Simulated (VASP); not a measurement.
# Ni3Ge (Pm-3m) in VASP: notebook

The runs below take Ni3Ge through single point, with LDA.

Everything below comes from runs of VASP 6.6.1. Logs are shortened: lines on timing, memory, paths and dates and some standing lists are left out, and cuts for length are marked.

**1. The cell of the first run**

Symmetry: Pm-3m, No. 221, cubic system. Conventional cell: a = 3.343 Å, b = 3.343 Å, c = 3.343 Å, α = 90.00°, β = 90.00°, γ = 90.00°. Ni (site symmetry 4/mmm) has 8 Ni at 2.36 Å and 4 Ge at 2.36 Å within 3.1 Å. Within 3.1 Å of Ge (site symmetry m-3m) lie 12 Ni at 2.36 Å.

**2. Single point, LDA, collinear spin, ferromagnetic start (9.34 Å³/atom)**

Input file INCAR:

```
SYSTEM = Ni3Ge
  PREC = Accurate
  ENCUT = 520
  EDIFF = 1E-7
  ISMEAR = 0
  SIGMA = 0.15
  LREAL = .False.
  LASPH = .True.
  NELM = 150
  ALGO = Fast
  ISIF = 2
  LWAVE = .False.
  LCHARG = .False.
  ISPIN = 2
  MAGMOM = 0.875 0.875 0.875 0
  LORBIT = 11
  NUPDOWN = 2.625
  LMAXMIX = 4
  GGA = CA
  NBANDS = 34
```

Input file KPOINTS:

```
Automatic mesh
0
Gamma
  12 12 12
  0 0 0
```

Input file POSCAR:

```
Ni3Ge
1.0
    3.3431134987      0.0000000000      0.0000000000
    0.0000000000      3.3431134987      0.0000000000
    0.0000000000      0.0000000000      3.3431134987
Ni Ge
3 1
Direct
    0.5000000000      0.0000000000      0.5000000000
    0.0000000000      0.5000000000      0.5000000000
    0.5000000000      0.5000000000      0.0000000000
    0.0000000000      0.0000000000      0.0000000000
```

Potentials or basis: VASP PAW LDA potentials, release 64 (Ni, Ge_d).

Run with:

```
> cat potpaw_LDA.64/Ni/POTCAR potpaw_LDA.64/Ge_d/POTCAR > POTCAR
> mpirun -np 1 vasp_std > vasp.out
```

OUTCAR:

```text
SYSTEM = Ni3Ge
   PREC = Accurate
   ENCUT = 520
   EDIFF = 1E-7
   ISMEAR = 0
   LREAL = .False.
   LASPH = .True.
   NELM = 150
   ISIF = 2
   ISPIN = 2
   LORBIT = 11
   NUPDOWN = 2.625
   GGA = CA

 ion  position               nearest neighbor table
   1  0.500  0.000  0.500-   2 2.36   3 2.36   4 2.36   3 2.36   4 2.36   2 2.36   3 2.36   3 2.36
                             2 2.36   4 2.36   4 2.36   2 2.36
   2  0.000  0.500  0.500-   1 2.36   3 2.36   4 2.36   3 2.36   4 2.36   1 2.36   4 2.36   4 2.36
                             1 2.36   3 2.36   3 2.36   1 2.36
   3  0.500  0.500  0.000-   1 2.36   2 2.36   4 2.36   1 2.36   2 2.36   1 2.36   4 2.36   1 2.36
                             2 2.36   4 2.36   2 2.36   4 2.36
   4  0.000  0.000  0.000-   1 2.36   2 2.36   3 2.36   1 2.36   2 2.36   2 2.36   3 2.36   2 2.36
                             1 2.36   3 2.36   1 2.36   3 2.36

  LATTYP: Found a simple cubic cell.
 ALAT       =     3.3431134987

  Lattice vectors:

 A1 = (   3.3431134987,   0.0000000000,   0.0000000000)
 A2 = (   0.0000000000,   3.3431134987,   0.0000000000)
 A3 = (   0.0000000000,   0.0000000000,   3.3431134987)

Analysis of symmetry for initial positions (statically):
=====================================================================
 Subroutine PRICEL returns:
 Original cell was already a primitive cell.

 Routine SETGRP: Setting up the symmetry group for a
 simple cubic supercell.

 Subroutine GETGRP returns: Found 48 space group operations
 (whereof 48 operations were pure point group operations)
 out of a pool of 48 trial point group operations.

The static configuration has the point symmetry O_h .

Analysis of symmetry for dynamics (positions and initial velocities):
=====================================================================
 Subroutine PRICEL returns:
 Original cell was already a primitive cell.

 Routine SETGRP: Setting up the symmetry group for a
 simple cubic supercell.

 Subroutine GETGRP returns: Found 48 space group operations
 (whereof 48 operations were pure point group operations)
 out of a pool of 48 trial point group operations.

The dynamic configuration has the point symmetry O_h .

Analysis of structural, dynamic, and magnetic symmetry:
=====================================================================
 Subroutine PRICEL returns:
 Original cell was already a primitive cell.

 Routine SETGRP: Setting up the symmetry group for a
 simple cubic supercell.

 Subroutine GETGRP returns: Found 48 space group operations
 (whereof 48 operations were pure point group operations)
 out of a pool of 48 trial point group operations.

The overall configuration has the point symmetry O_h .

 Subroutine INISYM returns: Found 48 space group operations
 (whereof 48 operations are pure point group operations),
 and found     1 'primitive' translations

----------------------------------------------------------------------------------------

                                     Primitive cell

  volume of cell :      37.3640

  direct lattice vectors                    reciprocal lattice vectors
     3.343113499  0.000000000  0.000000000     0.299122360  0.000000000  0.000000000
     0.000000000  3.343113499  0.000000000     0.000000000  0.299122360  0.000000000
     0.000000000  0.000000000  3.343113499     0.000000000  0.000000000  0.299122360

  length of vectors
     3.343113499  3.343113499  3.343113499     0.299122360  0.299122360  0.299122360

  position of ions in fractional coordinates (direct lattice)
     0.500000000  0.000000000  0.500000000
     0.000000000  0.500000000  0.500000000
     0.500000000  0.500000000  0.000000000
     0.000000000  0.000000000  0.000000000

  ion indices of the primitive-cell ions
   primitive index   ion index
                 1           1
                 2           2
                 3           3
                 4           4

----------------------------------------------------------------------------------------

 KPOINTS: Automatic mesh

Automatic generation of k-mesh.
 Grid dimensions read from file:
 generate k-points for:   12   12   12

 Generating k-lattice:

  Cartesian coordinates                     Fractional coordinates (reciprocal lattice)
     0.024926863  0.000000000  0.000000000     0.083333333  0.000000000  0.000000000
     0.000000000  0.024926863  0.000000000     0.000000000  0.083333333  0.000000000
     0.000000000  0.000000000  0.024926863     0.000000000  0.000000000  0.083333333

  Length of vectors
     0.024926863  0.024926863  0.024926863

  Shift w.r.t. Gamma in fractional coordinates (k-lattice)
     0.000000000  0.000000000  0.000000000

 Subroutine IBZKPT returns following result:
 ===========================================

 Found     84 irreducible k-points:

 Following reciprocal coordinates:
            Coordinates               Weight
  0.000000  0.000000  0.000000      1.000000
  0.083333  0.000000  0.000000      6.000000
  0.166667  0.000000  0.000000      6.000000
  0.250000  0.000000  0.000000      6.000000
  0.333333  0.000000  0.000000      6.000000
  0.416667  0.000000  0.000000      6.000000
[... 16 lines left out ...]
  0.333333  0.333333  0.000000     12.000000
  0.416667  0.333333  0.000000     24.000000
 [... further k-points ...]
   k-points           NKPTS =     84   k-points in BZ     NKDIM =     84   number of bands    NBANDS=     34
   number of dos      NEDOS =    301   number of ions     NIONS =      4
   total plane-waves  NPLWV =  21952
   dimension x,y,z NGX =    28 NGY =   28 NGZ =   28
   dimension x,y,z NGXF=    56 NGYF=   56 NGZF=   56
   ions per type =               3   1
   NGX,Y,Z   is equivalent  to a cutoff of  13.92, 13.92, 13.92 a.u.
   NGXF,Y,Z  is equivalent  to a cutoff of  27.85, 27.85, 27.85 a.u.
 SYSTEM =  Ni3Ge
   PREC   = accura    normal or accurate (medium, high low for compatibility)
   ISTART =      0    job   : 0-new  1-cont  2-samecut
   ICHARG =      2    charge: 1-file 2-atom 10-const
   ISPIN  =      2    spin polarized calculation?
   LNONCOLLINEAR =      F non collinear calculations
   LSORBIT =      F    spin-orbit coupling
   LASPH  =      T    aspherical Exc in radial PAW
   ENCUT  =  520.0 eV  38.22 Ry    6.18 a.u.   6.22  6.22  6.22*2*pi/ulx,y,z
   NELM   =    150;   NELMIN=  2; NELMDL= -5     # of ELM steps
   EDIFF  = 0.1E-06   stopping-criterion for ELM
   LREAL  =      F    real-space projection
   EDIFFG = 0.1E-05   stopping-criterion for IOM
   NSW    =      0    number of steps for IOM
   IBRION =     -1    ionic relax: 0-MD 1-quasi-New 2-CG
   NFREE  =      0    steps in history (QN), initial steepest desc. (CG)
   ISIF   =      2    stress and relaxation
   ISYM   =      2    0-nonsym 1-usesym 2-fastsym
   POTIM  = 0.5000    time-step for ionic-motion
   TEBEG  =    0.0;   TEEND  =   0.0 temperature during run
   PSTRESS=    0.0 pullay stress
   NELECT =      44.0000    total number of electrons
   NUPDOWN=       2.6250    fix difference up-down
   EMIN   =  10.00;   EMAX   =-10.00  energy-range for DOS
   EFERMI =   0.00;   METHOD = LEGACY
   ISMEAR =     0;   SIGMA  =   0.15  broadening in eV -4-tet -1-fermi 0-gaus
   EFERMI_NEDOS =   21; number of points for ismear=-14 and -15
   IALGO  =     68    algorithm
   IMIX   =      4    mixing-type and parameters
     AMIX     =   0.40;   BMIX     =  1.00
     AMIX_MAG =   1.60;   BMIX_MAG =  1.00
  volume/ion in A,a.u.               =       9.34        63.04
  Fermi-wavevector in a.u.,A,eV,Ry     =   1.728786  3.266932 40.663752  2.988701
  Thomas-Fermi vector in A             =   2.803655
   LORBIT       =     11    0 simple, 1 ext, 2 COOP (PROOUT), +10 PAW based schemes
   GGA     = CA    functional components
   LHFCALC =     F    Hartree Fock is set to
   AEXX    =    0.0000 exact exchange contribution
   IVDW    =     0    specifies the selected vdW correction
   LEPSILON=     F    determine dielectric tensor
   LRPA    =     F    only Hartree local field effects (RPA)
 spin polarized calculation
 RMM-DIIS sequential band-by-band and
 Gauss-broadening in eV      SIGMA  =   0.15
  energy-cutoff  :      520.00
  volume of cell :       37.36
 maximum number of plane-waves:      1024
 NGX is ok and might be reduce to    28
   NGX = 13   NGY = 13   NGZ = 13

 number of electron      44.0000028 magnetization       2.6250004

 Free energy of the ion-electron system (eV)
  ---------------------------------------------------
  ext. energy  EPLUGINS =         0.00000000
  ---------------------------------------------------
  free energy    TOTEN  =       -24.49756856 eV

  energy without entropy =      -24.46496214  energy(sigma->0) =      -24.48126535

 E-fermi :  12.1427     XC(G=0): -14.8396

 val. band max:       14.1227757695   @ k =   0.2500   0.0000   0.0000
 cond. band min:      12.1489056262   @ k =   0.2500   0.0833   0.0833
 fundamental gap:     -1.9738701433
 Fermi energy:        14.1620060696

 spin component 1

 k-point     1 :       0.0000    0.0000    0.0000
  band No.  band energies     occupation
      1     -11.8682      1.00000
      2     -11.8682      1.00000
      3     -11.8410      1.00000
      4     -11.8410      1.00000
      5     -11.8410      1.00000
      6      -1.2454      1.00000
[... 877 lines left out ...]
     33      27.8156      0.00000
     34      29.7516      0.00000

 [... further k-points ...]

 spin component 2

 k-point     1 :       0.0000    0.0000    0.0000
  band No.  band energies     occupation
      1     -11.8312      1.00000
      2     -11.8312      1.00000
      3     -11.8033      1.00000
      4     -11.8033      1.00000
      5     -11.8033      1.00000
      6      -1.0562      1.00000
[... 877 lines left out ...]
     33      28.0838      0.00000
     34      30.0101      0.00000

 [... further k-points ...]
[... 5 lines left out ...]
  --------------------------------------------------------------------------------------
  -------------------------------------------------------------------------------------
  Total       11.9551302     11.9551302     11.9551302      0.0000000      0.0000000      0.0000000
  in kB      512.6388658    512.6388658    512.6388658      0.0000000      0.0000000      0.0000000
  external PRESSURE =     512.6388658 kB  Pullay stress =       0.0000000 kB

 VOLUME and BASIS-vectors are now :
 -----------------------------------------------------------------------------
  energy-cutoff  :      520.00
  volume of cell :       37.36
      direct lattice vectors                 reciprocal lattice vectors
     3.343113499  0.000000000  0.000000000     0.299122360  0.000000000  0.000000000
     0.000000000  3.343113499  0.000000000     0.000000000  0.299122360  0.000000000
     0.000000000  0.000000000  3.343113499     0.000000000  0.000000000  0.299122360

 POSITION                                       TOTAL-FORCE (eV/Angst)
 -----------------------------------------------------------------------------------
      1.67156      0.00000      1.67156         0.000000      0.000000      0.000000
      0.00000      1.67156      1.67156         0.000000      0.000000      0.000000
      1.67156      1.67156      0.00000         0.000000      0.000000      0.000000
      0.00000      0.00000      0.00000         0.000000      0.000000      0.000000
 -----------------------------------------------------------------------------------
    total drift:                                0.000000      0.000000      0.000000

  FREE ENERGIE OF THE ION-ELECTRON SYSTEM (eV)
  ---------------------------------------------------
  free  energy   TOTEN  =       -24.4975685579 eV

  energy  without entropy=      -24.4649621448  energy(sigma->0) =      -24.48126535

 total charge

# of ion       s       p       d       tot
------------------------------------------
    1        0.563   0.755   8.501   9.819
    2        0.563   0.755   8.501   9.819
    3        0.563   0.755   8.501   9.819
    4        1.101   1.512  10.231  12.844
--------------------------------------------------
tot          2.790   3.777  35.733  42.300

 magnetization (x)

# of ion       s       p       d       tot
------------------------------------------
    1        0.011   0.048   0.741   0.799
    2        0.011   0.048   0.741   0.799
    3        0.011   0.048   0.741   0.799
    4        0.024   0.122   0.009   0.154
--------------------------------------------------
tot          0.057   0.265   2.231   2.552
```

Run time: 3.4 min. Hardware: 1 thread of Oxide Virtual Turin-like, shared host; peak memory 0.23 GiB.

What came out:

```yaml
Free_energy: -24.4976 eV
Pressure: 51.3 GPa
Net_moment: 2.63 μB per cell
Site_moments: Ni +0.80; Ge +0.15 μB
Valence_electrons_inside_the_program's_atomic_spheres: Ni 9.82; Ge 12.84
```

Caveat: the cell stands under pressure; the total moment is fixed, so each spin has its own Fermi level and the state may be an excited one.

**3. Single point, LDA, collinear spin, ferromagnetic start (9.98 Å³/atom)**

This run uses another cell than the first one, of 9.98 Å³/atom.

Input file INCAR:

```
SYSTEM = Ni3Ge
PREC = Accurate
ENCUT = 520
EDIFF = 1E-7
ISMEAR = 0
SIGMA = 0.15
LREAL = .FALSE.
LASPH = .TRUE.
NELM = 150
ALGO = Fast
ISIF = 2
LWAVE = .FALSE.
LCHARG = .FALSE.
ISPIN = 2
MAGMOM = 0.5 0.5 0.5 0
LORBIT = 11
NUPDOWN = 1.5
LMAXMIX = 4
NBANDS = 34
```

Input file KPOINTS:

```
regular mesh
0
G
  12 12 12
  0 0 0
```

Input file POSCAR:

```
Ni3Ge
1.0
    3.4174420872      0.0000000000      0.0000000000
    0.0000000000      3.4174420872      0.0000000000
    0.0000000000      0.0000000000      3.4174420872
Ni Ge
3 1
Direct
    0.5000000000      0.0000000000      0.5000000000
    0.0000000000      0.5000000000      0.5000000000
    0.5000000000      0.5000000000      0.0000000000
    0.0000000000      0.0000000000      0.0000000000
```

Potentials or basis: VASP PAW LDA potentials, release 64 (Ni, Ge_d).

Run with:

```
> cat potpaw_LDA.64/Ni/POTCAR potpaw_LDA.64/Ge_d/POTCAR > POTCAR
> mpirun -np 1 vasp_std > vasp.out
```

Wall time 3.4 min (1 thread of Oxide Virtual Turin-like, shared host); peak memory 0.24 GiB.

The run converged. Its results:

```
Free energy                                           : -25.8486 eV
Pressure                                              : 20.6 GPa
Net moment                                            : 1.50 μB per cell
Site moments                                          : Ni +0.48; Ge +0.04 μB
Valence electrons inside the program's atomic spheres : Ni 9.66; Ge 12.68
```

Caveat: the cell stands under pressure; the total moment is fixed, so each spin has its own Fermi level and the state may be an excited one.

**4. Single point, LDA, collinear spin, ferromagnetic start (9.98 Å³/atom)**

This run uses another cell than the first one, of 9.98 Å³/atom.

Input file INCAR:

```
SYSTEM = Ni3Ge
PREC = Accurate
ENCUT = 520
EDIFF = 1E-6
ISMEAR = 0
SIGMA = 0.15
LREAL = .FALSE.
LASPH = .TRUE.
NELM = 150
ALGO = Fast
ISIF = 2
LWAVE = .FALSE.
LCHARG = .TRUE.
ISPIN = 2
MAGMOM = 0.75 0.75 0.75 0
LORBIT = 11
NUPDOWN = 2.25
LMAXMIX = 4
GGA = CA
LELF = .TRUE.
LVHAR = .TRUE.
NBANDS = 34
```

Input file KPOINTS:

```
Automatic mesh
0
G
  12 12 12
  0 0 0
```

POSCAR is that of step 3.

Run with:

```
> cat potpaw_LDA.64/Ni/POTCAR potpaw_LDA.64/Ge_d/POTCAR > POTCAR
> mpirun -np 1 vasp_std > vasp.out
```

Run time: 5.1 min. Hardware: 1 thread of Oxide Virtual Turin-like, shared host; peak memory 0.23 GiB.

It converged, with:

- Free energy: -25.4039 eV
- Pressure: 23.6 GPa
- Net moment: 2.25 μB per cell
- Site moments: Ni +0.70; Ge +0.10 μB
- Valence electrons inside the program's atomic spheres: Ni 9.65; Ge 12.69

Caveat: the cell stands under pressure; the total moment is fixed, so each spin has its own Fermi level and the state may be an excited one.

**5. Overview**

| fixed moment (μB) | cell | further INCAR settings | pressure (GPa) | moment (μB) |
| --- | --- | --- | --- | --- |
| 2.625 | a = 3.343 Å, 4 atoms | ALGO = Fast; EDIFF = 1e-07; NBANDS = 34 | 51.3 | 2.63 |
| 1.5 | a = 3.417 Å, 4 atoms | ALGO = Fast; EDIFF = 1e-07; NBANDS = 34 | 20.6 | 1.50 |
| 2.25 | a = 3.417 Å, 4 atoms | ALGO = Fast; EDIFF = 1e-06; NBANDS = 34 | 23.6 | 2.25 |

Alike in all rows: task single point; level LDA; potentials or basis VASP PAW LDA potentials, release 64 (Ni, Ge_d); spin collinear, ferromagnetic start; k mesh 12 × 12 × 12; cutoff (eV) 520; smearing gaussian 0.15 eV.

Caveats: the cell stands under pressure; the total moment is fixed, so each spin has its own Fermi level and the state may be an excited one.

Absolute energies hang on the potentials; compare differences alone.
